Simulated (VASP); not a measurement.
# HfBe2Si2 (P4/mmm) in VASP: further runs, part 3 of 3

VASP 6.6.1. Earlier steps stand in the parts before.

## (4) Relaxation of cell and atoms, PBE

The input, INCAR:

```
PREC     = Accurate       # precision mode
ENCUT    = 600            # plane-wave cutoff, eV
EDIFF    = 1E-6           # SCF threshold, eV
ISMEAR   = 0              # smearing method
SIGMA    = 0.1            # smearing width, eV
LREAL    = F              # projectors in reciprocal space
LASPH    = T              # aspherical terms in the spheres
NELM     = 80             # most SCF steps
ALGO     = Fast           # electronic algorithm
ISIF     = 3              # what is computed and relaxed
LWAVE    = F              # write WAVECAR
LCHARG   = F              # write CHGCAR
GGA      = PE             # functional
IBRION   = 2              # ionic algorithm
NSW      = 90             # ionic steps
EDIFFG   = -0.04          # ionic threshold
```

The input, KPOINTS:

```
Automatic mesh
0
Gamma
  4 4 4
```

The input, POSCAR:

```
HfBe2Si2
1.0
    3.9173180900      0.0000000000      0.0000000000
    0.0000000000      3.9173180900      0.0000000000
    0.0000000000      0.0000000000      4.3151618400
Hf Be Si
1 2 2
Direct
    0.0000000000      0.0000000000      0.5000000000
    0.5000000000      0.5000000000      0.5000000000
    0.0000000000      0.0000000000      0.0000000000
    0.0000000000      0.5000000000      0.5000000000
    0.5000000000      0.0000000000      0.5000000000
```

Potentials or basis: VASP PAW PBE potentials, release 64 (Hf_pv, Be, Si).

Launch:

```sh
$ cat potpaw_PBE.64/Hf_pv/POTCAR potpaw_PBE.64/Be/POTCAR potpaw_PBE.64/Si/POTCAR > POTCAR
$ mpirun -np 1 vasp_std > vasp.out
```

OUTCAR:

```text
PREC = Accurate
   ENCUT = 600
   EDIFF = 1E-6
   ISMEAR = 0
   LREAL = F
   LASPH = T
   NELM = 80
   ISIF = 3
   GGA = PE
   IBRION = 2
   NSW = 90
   EDIFFG = -0.04

 ion  position               nearest neighbor table
   1  0.000  0.000  0.500-   4 1.96   5 1.96   4 1.96   5 1.96   3 2.16   3 2.16   2 2.77   2 2.77
                             2 2.77   2 2.77
   2  0.500  0.500  0.500-   4 1.96   5 1.96   5 1.96   4 1.96   1 2.77   1 2.77   1 2.77   1 2.77

   3  0.000  0.000  0.000-   1 2.16   1 2.16
   4  0.000  0.500  0.500-   1 1.96   2 1.96   1 1.96   2 1.96   5 2.77   5 2.77   5 2.77   5 2.77

   5  0.500  0.000  0.500-   1 1.96   2 1.96   2 1.96   1 1.96   4 2.77   4 2.77   4 2.77   4 2.77

  LATTYP: Found a simple tetragonal cell.
 ALAT       =     3.9173180900
 C/A-ratio  =     1.1015602361

  Lattice vectors:

 A1 = (   3.9173180900,   0.0000000000,   0.0000000000)
 A2 = (   0.0000000000,   3.9173180900,   0.0000000000)
 A3 = (   0.0000000000,   0.0000000000,   4.3151618400)

Analysis of symmetry for initial positions (statically):
=====================================================================
 Subroutine PRICEL returns:
 Original cell was already a primitive cell.

 Routine SETGRP: Setting up the symmetry group for a
 simple tetragonal supercell.

 Subroutine GETGRP returns: Found 16 space group operations
 (whereof 16 operations were pure point group operations)
 out of a pool of 16 trial point group operations.

The static configuration has the point symmetry D_4h.

Analysis of symmetry for dynamics (positions and initial velocities):
=====================================================================
 Subroutine PRICEL returns:
 Original cell was already a primitive cell.

 Routine SETGRP: Setting up the symmetry group for a
 simple tetragonal supercell.

 Subroutine GETGRP returns: Found 16 space group operations
 (whereof 16 operations were pure point group operations)
 out of a pool of 16 trial point group operations.

The dynamic configuration has the point symmetry D_4h.

 Subroutine INISYM returns: Found 16 space group operations
 (whereof 16 operations are pure point group operations),
 and found     1 'primitive' translations

[... 112 lines left out ...]
     AMIX     =   0.40;   BMIX     =  1.00
     AMIX_MAG =   1.60;   BMIX_MAG =  1.00
  volume/ion in A,a.u.               =      13.24        89.37
  Fermi-wavevector in a.u.,A,eV,Ry     =   1.133855  2.142675 17.492015  1.285627
  Thomas-Fermi vector in A             =   2.270558
   LORBIT       =      0    0 simple, 1 ext, 2 COOP (PROOUT), +10 PAW based schemes
   GGA     = PE    functional components
   LHFCALC =     F    Hartree Fock is set to
   AEXX    =    0.0000 exact exchange contribution
   IVDW    =     0    specifies the selected vdW correction
   LEPSILON=     F    determine dielectric tensor
   LRPA    =     F    only Hartree local field effects (RPA)
 conjugate gradient relaxation of ions
 non-spin polarized calculation
 RMM-DIIS sequential band-by-band and
 Gauss-broadening in eV      SIGMA  =   0.10
  energy-cutoff  :      600.00
  volume of cell :       66.22
 maximum number of plane-waves:      2242
 NGX is ok and might be reduce to    32
   NGX = 15   NGY = 15   NGZ = 17

--------------------------------------- Ionic step        1  -------------------------------------------

 number of electron      22.0000001 magnetization

 Free energy of the ion-electron system (eV)
  ---------------------------------------------------
  ext. energy  EPLUGINS =         0.00000000
  ---------------------------------------------------
  free energy    TOTEN  =       -10.27865715 eV

  energy without entropy =      -10.26046442  energy(sigma->0) =      -10.26956079

 E-fermi :   6.2363     XC(G=0): -10.4108

 val. band max:        6.2044805117   @ k =   0.2500   0.0000   0.0000
 cond. band min:       6.2522370573   @ k =   0.5000   0.2500   0.5000
 fundamental gap:      0.0477565456
 Fermi energy:         6.2362763040

 k-point     1 :       0.0000    0.0000    0.0000
  band No.  band energies     occupation
      1     -23.3407      2.00000
      2     -23.3407      2.00000
      3     -21.8876      2.00000
      4      -5.4767      2.00000
      5      -0.7670      2.00000
      6       2.5920      2.00000
      7       2.5920      2.00000
      8       3.0208      2.00000
      9       3.5065      2.00000
     10       4.7242      2.00000
     11       6.6905      0.00000
     12       6.6905      0.00000
     13       9.2757      0.00000
     14       9.7556      0.00000
[... 616 lines left out ...]
--------------------------------------- Ionic step        9  -------------------------------------------

 number of electron      22.0000004 magnetization

 Free energy of the ion-electron system (eV)
  ---------------------------------------------------
  ext. energy  EPLUGINS =         0.00000000
  ---------------------------------------------------
  free energy    TOTEN  =       -22.30145897 eV

  energy without entropy =      -22.27911597  energy(sigma->0) =      -22.29028747

 E-fermi :   1.7590     XC(G=0):  -8.0708

 val. band max:        1.7193171531   @ k =   0.2500   0.0000   0.2500
 cond. band min:       1.7606063102   @ k =   0.2500   0.0000   0.0000
 fundamental gap:      0.0412891571
 Fermi energy:         1.7589555311

 k-point     1 :       0.0000    0.0000    0.0000
  band No.  band energies     occupation
      1     -28.1468      2.00000
      2     -28.1468      2.00000
      3     -27.8514      2.00000
      4      -7.2625      2.00000
      5      -4.5964      2.00000
      6      -0.9303      2.00000
      7      -0.9303      2.00000
      8      -0.6300      2.00000
      9       0.4059      2.00000
     10       2.1154      0.00000
     11       2.3418      0.00000
     12       3.2150      0.00000
     13       3.2150      0.00000
     14       3.2305      0.00000
[... 337 lines left out ...]
  FREE ENERGIE OF THE ION-ELECTRON SYSTEM (eV)
  ---------------------------------------------------
  free  energy   TOTEN  =       -22.3014589668 eV

  energy  without entropy=      -22.2791159717  energy(sigma->0) =      -22.29028747

 reached required accuracy - stopping structural energy minimisation
```

CONTCAR:

```text
HfBe2Si2
   1.00000000000000
     4.9993461499071010    0.0000000000000000    0.0000000000000000
     0.0000000000000000    4.9993461499071010   -0.0000000000000000
     0.0000000000000000    0.0000000000000000    5.0803710658587207
  Hf              Be              Si
     1     2     2
Direct
     0.0000000000000000    0.0000000000000000    0.5000000000000000
     0.5000000000000000    0.5000000000000000    0.5000000000000000
     0.0000000000000000    0.0000000000000000    0.0000000000000000
     1.0000000000000000    0.5000000000000000    0.5000000000000000
     0.5000000000000000    1.0000000000000000    0.5000000000000000

  0.00000000E+00  0.00000000E+00  0.00000000E+00
  0.00000000E+00  0.00000000E+00  0.00000000E+00
  0.00000000E+00  0.00000000E+00  0.00000000E+00
  0.00000000E+00  0.00000000E+00  0.00000000E+00
  0.00000000E+00  0.00000000E+00  0.00000000E+00
```

Wall time 5.3 min (1 thread of AMD EPYC 7R43 (Zen 3), shared host); peak memory 0.17 GiB.

What came out:

```yaml
Free_energy: -22.3015 eV
Relaxed_volume: 25.40 Å³/atom
Relaxed_cell: a = 4.999 Å, b = 4.999 Å, c = 5.080 Å, α = 90.00°, β = 90.00°, γ = 90.00°
Space_group_after_relaxing_to_0.05_Å: P4/mmm (No. 123)
Energy_gained_by_relaxing: 2404.6 meV/atom
Ionic_steps: 9
Pressure_after_relaxing: 0.1 GPa
Band_gap_on_the_k_mesh: zero (band 11 reaches 2.36 eV, above the bottom of band 12 at 1.57 eV)
```

The path:
| step | energy change (eV) | largest force (eV/Å) | pressure (GPa) | volume (Å³) |
| --- | --- | --- | --- | --- |
| 1 | 0.0000 | 0.0000 | 96.89 | 66.22 |
| 2 | -8.4901 | 0.0000 | -7.63 | 169.66 |
| 3 | -11.5823 | 0.0000 | 3.44 | 112.79 |
| 4 | -11.6002 | 0.0000 | 2.29 | 114.48 |
| 5 | -11.9083 | 0.0000 | 1.03 | 121.09 |
| 6 | -12.0005 | 0.0000 | -1.00 | 131.98 |
| 7 | -12.0202 | 0.0000 | -0.52 | 128.87 |
| 8 | -12.0204 | 0.0000 | -0.47 | 128.58 |
| 9 | -12.0228 | 0.0000 | 0.15 | 126.98 |

Final structure:
```cif
data_structure
_symmetry_space_group_name_H-M 'P 1'
_symmetry_Int_Tables_number 1
_cell_length_a 4.9993
_cell_length_b 4.9993
_cell_length_c 5.0804
_cell_angle_alpha 90.000
_cell_angle_beta 90.000
_cell_angle_gamma 90.000
_cell_volume 126.98
loop_
_atom_site_label
_atom_site_type_symbol
_atom_site_fract_x
_atom_site_fract_y
_atom_site_fract_z
_atom_site_occupancy
Hf1 Hf 0.00000 0.00000 0.50000 1
Be1 Be 0.50000 0.50000 0.50000 1
Be2 Be 0.00000 0.00000 0.00000 1
Si1 Si 0.00000 0.50000 0.50000 1
Si2 Si 0.50000 0.00000 0.50000 1
```

Caveat: the k points lie up to 0.31 Å⁻¹ apart in the final cell; the volume moved by over 15 % at a fixed basis, so the end points are rough; spin-orbit coupling is left out, which moves the levels of the heavy elements.

## (5) Summary

| task | cell | cutoff (eV) | gap on the mesh (eV) | pressure (GPa) |
| --- | --- | --- | --- | --- |
| single point | a = 3.917, b = 3.917, c = 4.315 Å, 5 atoms | 520 | none | 96.9 |
| single point | a = 5.000, b = 5.000, c = 5.077 Å, 5 atoms | 520 | none | 0.2 |
| relaxation of cell and atoms | relaxed from a = 3.917, b = 3.917, c = 4.315 Å, 5 atoms | 600 | none | 0.1 |

Alike in all rows: level PBE; potentials or basis VASP PAW PBE potentials, release 64 (Hf_pv, Be, Si); no spin polarisation; k mesh 4 × 4 × 4; smearing gaussian 0.1 eV.

Caveats: some runs use coarse meshes; spin-orbit coupling is left out, which moves the levels of the heavy elements; the volume moved by over 15 % at a fixed basis, so the end points are rough (some runs).

Absolute energies hang on the potentials; compare differences alone.
